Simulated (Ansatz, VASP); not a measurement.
Two plane-wave programs on Te

```
Te
1.0
     2.20009    1.27022    3.72895
    -2.20009    1.27022    3.72895
     0.00000   -2.54045    3.72895
Te
2
Direct
  0.25000 0.25000 0.25000
  0.75000 0.75000 0.75000
```

Alike in both runs: functional PBEsol; k mesh 6 × 6 × 6; occupations gaussian, width 0.1 eV; no spin polarisation.

Ansatz relaxed the structure, and its values are those at the end. VASP's run is a single point on that final structure, the one shown.

|  | VASP | Ansatz |
| --- | --- | --- |
| version | VASP 6.6.1 | Ansatz 0.2.0 |
| potentials or method | VASP PAW PBE potentials, release 64 (Te), cutoff 520 eV | scalar-relativistic, plane waves, PAW |
| valence electrons in the cell | 12 | 32 |

|  | VASP | Ansatz | Ansatz less VASP |
| --- | --- | --- | --- |
| gap on the k mesh at the Fermi level (eV) | none | none | - |
| pressure (GPa) | 0.0 | 0.0 | -0.05 |

VASP's potentials were made for PBE, not for PBEsol. A gap of «none» marks a metal or a gap that the smearing closes. The functional is the same, so the differences come from potentials, cutoffs and numerics. VASP's potentials hold 12 valence electrons a cell and Ansatz's 32, so a difference there can come from the potentials and not from the codes.

Spin-orbit coupling is off throughout.
